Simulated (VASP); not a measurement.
# Cs (Im-3m) in VASP: further runs

Runs on Cs. Level: PBE. Tasks: single point.

Program: VASP 6.6.1. These are calculated values, not measurements. Logs are shortened: lines on timing, memory, paths and dates and some standing lists are left out, and cuts for length are marked.

## 1. The cell of the first run

The structure is cubic, space group Im-3m (No. 229). The conventional cell has a = 5.441 Å, b = 5.441 Å, c = 5.441 Å, α = 90.00°, β = 90.00°, γ = 90.00°.

## 2. Single point, PBE

File INCAR:

```
PREC = Accurate
ENCUT = 520
EDIFF = 1E-6
ISMEAR = -1
SIGMA = 0.05
LREAL = F
LASPH = T
NELM = 80
ALGO = Normal
ISIF = 2
LWAVE = F
LCHARG = F
GGA = PE
NBANDS = 10
```

File KPOINTS:

```
Automatic mesh
0
Gamma
  10 10 10
```

File POSCAR:

```
Cs
1.0
   -2.7204591096      2.7204591096      2.7204591096
    2.7204591096     -2.7204591096      2.7204591096
    2.7204591096      2.7204591096     -2.7204591096
Cs
1
Direct
    0.0000000000      0.0000000000      0.0000000000
```

Potentials or basis: VASP PAW PBE potentials, release 64 (Cs_sv).

The run is started by

```sh
> cat potpaw_PBE.64/Cs_sv/POTCAR > POTCAR
> mpirun -np 1 vasp_std > vasp.out
```

OUTCAR:

```text
PREC = Accurate
   ENCUT = 520
   EDIFF = 1E-6
   ISMEAR = -1
   LREAL = F
   LASPH = T
   NELM = 80
   ISIF = 2
   GGA = PE

 ion  position               nearest neighbor table
   1  0.000  0.000  0.000-

  LATTYP: Found a body centered cubic cell.
 ALAT       =     5.4409182192

  Lattice vectors:

 A1 = (  -2.7204591096,   2.7204591096,   2.7204591096)
 A2 = (   2.7204591096,  -2.7204591096,   2.7204591096)
 A3 = (   2.7204591096,   2.7204591096,  -2.7204591096)

Analysis of symmetry for initial positions (statically):
=====================================================================
 Subroutine PRICEL returns:
 Original cell was already a primitive cell.

 Routine SETGRP: Setting up the symmetry group for a
 body centered cubic supercell.

 Subroutine GETGRP returns: Found 48 space group operations
 (whereof 48 operations were pure point group operations)
 out of a pool of 48 trial point group operations.

The static configuration has the point symmetry O_h .

Analysis of symmetry for dynamics (positions and initial velocities):
=====================================================================
 Subroutine PRICEL returns:
 Original cell was already a primitive cell.

 Routine SETGRP: Setting up the symmetry group for a
 body centered cubic supercell.

 Subroutine GETGRP returns: Found 48 space group operations
 (whereof 48 operations were pure point group operations)
 out of a pool of 48 trial point group operations.

The dynamic configuration has the point symmetry O_h .

 Subroutine INISYM returns: Found 48 space group operations
 (whereof 48 operations are pure point group operations),
 and found     1 'primitive' translations

----------------------------------------------------------------------------------------

                                     Primitive cell

  volume of cell :      80.5354

  direct lattice vectors                    reciprocal lattice vectors
    -2.720459110  2.720459110  2.720459110     0.000000000  0.183792507  0.183792507
     2.720459110 -2.720459110  2.720459110     0.183792507  0.000000000  0.183792507
     2.720459110  2.720459110 -2.720459110     0.183792507  0.183792507  0.000000000

  length of vectors
     4.711973398  4.711973398  4.711973398     0.259921856  0.259921856  0.259921856

  position of ions in fractional coordinates (direct lattice)
     0.000000000  0.000000000  0.000000000

  ion indices of the primitive-cell ions
   primitive index   ion index
                 1           1

----------------------------------------------------------------------------------------

 KPOINTS: Automatic mesh

Automatic generation of k-mesh.
 Grid dimensions read from file:
 generate k-points for:   10   10   10

 Generating k-lattice:

  Cartesian coordinates                     Fractional coordinates (reciprocal lattice)
     0.000000000  0.018379251  0.018379251     0.100000000  0.000000000  0.000000000
     0.018379251  0.000000000  0.018379251     0.000000000  0.100000000  0.000000000
     0.018379251  0.018379251  0.000000000     0.000000000  0.000000000  0.100000000

  Length of vectors
     0.025992186  0.025992186  0.025992186

  Shift w.r.t. Gamma in fractional coordinates (k-lattice)
     0.000000000  0.000000000  0.000000000

 Subroutine IBZKPT returns following result:
 ===========================================

 Found     47 irreducible k-points:

 Following reciprocal coordinates:
            Coordinates               Weight
  0.000000  0.000000  0.000000      1.000000
  0.100000  0.000000  0.000000     12.000000
  0.200000  0.000000  0.000000     12.000000
  0.300000  0.000000  0.000000     12.000000
  0.400000  0.000000  0.000000     12.000000
  0.500000  0.000000  0.000000      6.000000
[... 16 lines left out ...]
  0.300000  0.300000  0.100000      8.000000
 -0.300000  0.300000  0.100000     24.000000
 [... further k-points ...]
   k-points           NKPTS =     47   k-points in BZ     NKDIM =     47   number of bands    NBANDS=     10
   number of dos      NEDOS =    301   number of ions     NIONS =      1
   total plane-waves  NPLWV =  46656
   dimension x,y,z NGX =    36 NGY =   36 NGZ =   36
   dimension x,y,z NGXF=    72 NGYF=   72 NGZF=   72
   ions per type =               1
   NGX,Y,Z   is equivalent  to a cutoff of  12.70, 12.70, 12.70 a.u.
   NGXF,Y,Z  is equivalent  to a cutoff of  25.40, 25.40, 25.40 a.u.
 SYSTEM =  unknown system
   PREC   = accura    normal or accurate (medium, high low for compatibility)
   ISTART =      0    job   : 0-new  1-cont  2-samecut
   ICHARG =      2    charge: 1-file 2-atom 10-const
   ISPIN  =      1    spin polarized calculation?
   LNONCOLLINEAR =      F non collinear calculations
   LSORBIT =      F    spin-orbit coupling
   LASPH  =      T    aspherical Exc in radial PAW
   ENCUT  =  520.0 eV  38.22 Ry    6.18 a.u.   8.76  8.76  8.76*2*pi/ulx,y,z
   NELM   =     80;   NELMIN=  2; NELMDL= -5     # of ELM steps
   EDIFF  = 0.1E-05   stopping-criterion for ELM
   LREAL  =      F    real-space projection
   EDIFFG = 0.1E-04   stopping-criterion for IOM
   NSW    =      0    number of steps for IOM
   IBRION =     -1    ionic relax: 0-MD 1-quasi-New 2-CG
   NFREE  =      0    steps in history (QN), initial steepest desc. (CG)
   ISIF   =      2    stress and relaxation
   ISYM   =      2    0-nonsym 1-usesym 2-fastsym
   POTIM  = 0.5000    time-step for ionic-motion
   TEBEG  =    0.0;   TEEND  =   0.0 temperature during run
   PSTRESS=    0.0 pullay stress
   NELECT =       9.0000    total number of electrons
   NUPDOWN=      -1.0000    fix difference up-down
   EMIN   =  10.00;   EMAX   =-10.00  energy-range for DOS
   EFERMI =   0.00;   METHOD = LEGACY
   ISMEAR =    -1;   SIGMA  =   0.05  broadening in eV -4-tet -1-fermi 0-gaus
   EFERMI_NEDOS =   21; number of points for ismear=-14 and -15
   IALGO  =     38    algorithm
   IMIX   =      4    mixing-type and parameters
     AMIX     =   0.40;   BMIX     =  1.00
     AMIX_MAG =   1.60;   BMIX_MAG =  1.00
  volume/ion in A,a.u.               =      80.54       543.48
  Fermi-wavevector in a.u.,A,eV,Ry     =   0.788546  1.490135  8.460159  0.621804
  Thomas-Fermi vector in A             =   1.893509
   LORBIT       =      0    0 simple, 1 ext, 2 COOP (PROOUT), +10 PAW based schemes
   GGA     = PE    functional components
[... 5 lines left out ...]
 non-spin polarized calculation
  energy-cutoff  :      520.00
  volume of cell :       80.54
 maximum number of plane-waves:      2214
   NGX = 17   NGY = 17   NGZ = 17

 number of electron       8.9999998 magnetization

 Free energy of the ion-electron system (eV)
  ---------------------------------------------------
  ext. energy  EPLUGINS =         0.00000000
  ---------------------------------------------------
  free energy    TOTEN  =        -0.73865473 eV

  energy without entropy =       -0.72754096  energy(sigma->0) =       -0.73309784

 E-fermi :   1.5409     XC(G=0):  -6.3943

 val. band max:        1.5098673942   @ k =   0.3000   0.1000   0.1000
 cond. band min:       1.5797319696   @ k =   0.2000   0.2000   0.1000
 fundamental gap:      0.0698645754
 Fermi energy:         1.5409496133

 k-point     1 :       0.0000    0.0000    0.0000
  band No.  band energies     occupation
      1     -22.2090      2.00000
      2      -8.8402      2.00000
      3      -8.8402      2.00000
      4      -8.8402      2.00000
      5      -0.4989      2.00000
      6       4.2075      0.00000
      7       4.2075      0.00000
      8       4.2075      0.00000
      9       5.3699      0.00000
     10       5.3699      0.00000

 k-point     2 :       0.1000    0.0000    0.0000
  band No.  band energies     occupation
      1     -22.2057      2.00000
      2      -8.8849      2.00000
      3      -8.8533      2.00000
      4      -8.8406      2.00000
      5      -0.3358      2.00000
      6       4.0424      0.00000
      7       4.0734      0.00000
      8       4.3734      0.00000
      9       5.1259      0.00000
     10       5.3361      0.00000

 k-point     3 :       0.2000    0.0000    0.0000
  band No.  band energies     occupation
      1     -22.1972      2.00000
      2      -8.9980      2.00000
      3      -8.8874      2.00000
      4      -8.8417      2.00000
      5       0.1099      2.00000
      6       3.5901      0.00000
      7       3.6955      0.00000
      8       4.8610      0.00000
      9       5.0944      0.00000
     10       5.3188      0.00000

 k-point     4 :       0.3000    0.0000    0.0000
  band No.  band energies     occupation
      1     -22.1867      2.00000
      2      -9.1304      2.00000
      3      -8.9287      2.00000
      4      -8.8431      2.00000
      5       0.7024      2.00000
      6       3.1102      0.00000
      7       3.3639      0.00000
      8       5.3053      0.00000
      9       5.4345      0.00000
     10       5.6404      0.00000
[... 222 lines left out ...]
 k-point    22 :      -0.2000    0.2000    0.1000
  band No.  band energies     occupation
      1     -22.1943      2.00000
      2      -8.9992      2.00000
      3      -8.9014      2.00000
      4      -8.8747      2.00000
      5       0.2564      2.00000
      6       3.6087      0.00000
      7       3.8049      0.00000
      8       4.3971      0.00000
      9       4.7975      0.00000
     10       5.8391      0.00000

 k-point    23 :       0.3000    0.3000    0.1000
  band No.  band energies     occupation
      1     -22.1723      2.00000
      2      -9.1139      2.00000
      3      -9.1139      2.00000
      4      -8.9333      2.00000
      5       2.3928      0.00000
      6       2.6469      0.00000
      7       2.6469      0.00000
      8       5.6249      0.00000
      9       5.9707      0.00000
     10       5.9707      0.00000

 k-point    24 :      -0.3000    0.3000    0.1000
  band No.  band energies     occupation
      1     -22.1840      2.00000
      2      -9.1242      2.00000
      3      -8.9435      2.00000
      4      -8.8747      2.00000
      5       0.8384      2.00000
      6       3.0617      0.00000
      7       3.5023      0.00000
      8       4.6083      0.00000
      9       5.5692      0.00000
     10       5.9365      0.00000

 [... further k-points ...]

------------------------ aborting loop because EDIFF is reached ----------------------------------------

  FORCE on cell =-STRESS in cart. coord.  units (eV):
  Direction    XX          YY          ZZ          XY          YZ          ZX
  --------------------------------------------------------------------------------------
  -------------------------------------------------------------------------------------
  Total        0.6537479      0.6537479      0.6537479      0.0000000      0.0000000     -0.0000000
  in kB       13.0057167     13.0057167     13.0057167      0.0000000      0.0000000     -0.0000000
  external PRESSURE =      13.0057167 kB  Pullay stress =       0.0000000 kB

 VOLUME and BASIS-vectors are now :
 -----------------------------------------------------------------------------
  energy-cutoff  :      520.00
  volume of cell :       80.54
      direct lattice vectors                 reciprocal lattice vectors
    -2.720459110  2.720459110  2.720459110     0.000000000  0.183792507  0.183792507
     2.720459110 -2.720459110  2.720459110     0.183792507  0.000000000  0.183792507
     2.720459110  2.720459110 -2.720459110     0.183792507  0.183792507  0.000000000

 POSITION                                       TOTAL-FORCE (eV/Angst)
 -----------------------------------------------------------------------------------
      0.00000      0.00000      0.00000         0.000000      0.000000      0.000000
 -----------------------------------------------------------------------------------
    total drift:                               -0.000000      0.000000      0.000000

  FREE ENERGIE OF THE ION-ELECTRON SYSTEM (eV)
  ---------------------------------------------------
  free  energy   TOTEN  =        -0.7386547309 eV

  energy  without entropy=       -0.7275409569  energy(sigma->0) =       -0.73309784
```

Run time: 17 s. Hardware: 1 thread of Intel Xeon 6975P-C (Granite Rapids), shared host; peak memory 0.21 GiB.

Results:

```yaml
Free_energy: -0.7387 eV
Pressure: 1.3 GPa
Band_gap_on_the_k_mesh: zero (an odd number of electrons rules out a gap without spin polarisation)
```

Levels at points of the mesh, in eV from the Fermi level:
```tsv
k point	band 2	band 3	band 4	band 5	band 6	band 7
(0.00, 0.00, 0.00)	-10.38	-10.38	-10.38	-2.04	2.67	2.67
(0.50, 0.00, 0.00)	-10.81	-10.52	-10.39	-0.19	1.42	1.52
(0.50, 0.50, 0.50)	-10.67	-10.67	-10.67	0.23	0.23	4.11
```

Caveat: spin-orbit coupling is left out, which moves the levels of the heavy elements.

## 3. Single point, PBE

File INCAR:

```
SYSTEM = Cs
PREC = Accurate
ENCUT = 520
EDIFF = 1E-6
ISMEAR = -1
SIGMA = 0.05
LREAL = .FALSE.
LASPH = .TRUE.
NELM = 60
ALGO = Normal
ISIF = 2
LWAVE = .FALSE.
LCHARG = .TRUE.
GGA = PE
LELF = .TRUE.
LVHAR = .TRUE.
NBANDS = 10
```

File KPOINTS:

```
regular mesh
0
G
  10 10 10
  0 0 0
```

POSCAR is that of step 2.

Potentials or basis: VASP PAW PBE potentials, release 64 (Cs_sv).

The run is started by

```sh
> cat potpaw_PBE.64/Cs_sv/POTCAR > POTCAR
> mpirun -np 1 vasp_std > vasp.out
```

OUTCAR:

```text
SYSTEM = Cs
   PREC = Accurate
   ENCUT = 520
   EDIFF = 1E-6
   ISMEAR = -1
   LREAL = .FALSE.
   LASPH = .TRUE.
   NELM = 60
   ISIF = 2
   GGA = PE

 ion  position               nearest neighbor table
   1  0.000  0.000  0.000-

  LATTYP: Found a body centered cubic cell.
 ALAT       =     5.4409182192

  Lattice vectors:

 A1 = (  -2.7204591096,   2.7204591096,   2.7204591096)
 A2 = (   2.7204591096,  -2.7204591096,   2.7204591096)
 A3 = (   2.7204591096,   2.7204591096,  -2.7204591096)

Analysis of symmetry for initial positions (statically):
=====================================================================
 Subroutine PRICEL returns:
 Original cell was already a primitive cell.

 Routine SETGRP: Setting up the symmetry group for a
 body centered cubic supercell.

 Subroutine GETGRP returns: Found 48 space group operations
 (whereof 48 operations were pure point group operations)
 out of a pool of 48 trial point group operations.

The static configuration has the point symmetry O_h .

[... 161 lines left out ...]
 fundamental gap:      0.0698645754
 Fermi energy:         1.5409496133

 k-point     1 :       0.0000    0.0000    0.0000
  band No.  band energies     occupation
      1     -22.2090      2.00000
      2      -8.8402      2.00000
      3      -8.8402      2.00000
      4      -8.8402      2.00000
      5      -0.4989      2.00000
      6       4.2075      0.00000
      7       4.2075      0.00000
      8       4.2075      0.00000
      9       5.3699      0.00000
     10       5.3699      0.00000
[... 287 lines left out ...]
 k-point    24 :      -0.3000    0.3000    0.1000
  band No.  band energies     occupation
      1     -22.1840      2.00000
      2      -9.1242      2.00000
      3      -8.9435      2.00000
      4      -8.8747      2.00000
      5       0.8384      2.00000
      6       3.0617      0.00000
      7       3.5023      0.00000
      8       4.6083      0.00000
      9       5.5692      0.00000
     10       5.9365      0.00000

 [... further k-points ...]

------------------------ aborting loop because EDIFF is reached ----------------------------------------

  FORCE on cell =-STRESS in cart. coord.  units (eV):
  Direction    XX          YY          ZZ          XY          YZ          ZX
  --------------------------------------------------------------------------------------
  -------------------------------------------------------------------------------------
  Total        0.6537479      0.6537479      0.6537479      0.0000000      0.0000000     -0.0000000
  in kB       13.0057167     13.0057167     13.0057167      0.0000000      0.0000000     -0.0000000
  external PRESSURE =      13.0057167 kB  Pullay stress =       0.0000000 kB

 VOLUME and BASIS-vectors are now :
 -----------------------------------------------------------------------------
  energy-cutoff  :      520.00
  volume of cell :       80.54
      direct lattice vectors                 reciprocal lattice vectors
    -2.720459110  2.720459110  2.720459110     0.000000000  0.183792507  0.183792507
     2.720459110 -2.720459110  2.720459110     0.183792507  0.000000000  0.183792507
     2.720459110  2.720459110 -2.720459110     0.183792507  0.183792507  0.000000000

 POSITION                                       TOTAL-FORCE (eV/Angst)
 -----------------------------------------------------------------------------------
      0.00000      0.00000      0.00000         0.000000      0.000000      0.000000
 -----------------------------------------------------------------------------------
    total drift:                               -0.000000      0.000000      0.000000

  FREE ENERGIE OF THE ION-ELECTRON SYSTEM (eV)
  ---------------------------------------------------
  free  energy   TOTEN  =        -0.7386547309 eV

  energy  without entropy=       -0.7275409569  energy(sigma->0) =       -0.73309784
```

Run time: 16 s. Hardware: 1 thread of Intel Xeon 6975P-C (Granite Rapids), shared host; peak memory 0.21 GiB.

Results:

- Free energy: -0.7387 eV
- Pressure: 1.3 GPa
- Band gap on the k mesh: zero (an odd number of electrons rules out a gap without spin polarisation)

Levels at points of the mesh, in eV from the Fermi level:
```csv
k point,band 1,band 2,band 3,band 4,band 5,band 6,band 7,band 8
"(0.00, 0.00, 0.00)",-23.75,-10.38,-10.38,-10.38,-2.04,2.67,2.67,2.67
"(0.50, 0.00, 0.00)",-23.72,-10.81,-10.52,-10.39,-0.19,1.42,1.52,3.81
"(0.50, 0.50, 0.50)",-23.69,-10.67,-10.67,-10.67,0.23,0.23,4.11,4.11
```

Caveat: spin-orbit coupling is left out, which moves the levels of the heavy elements.
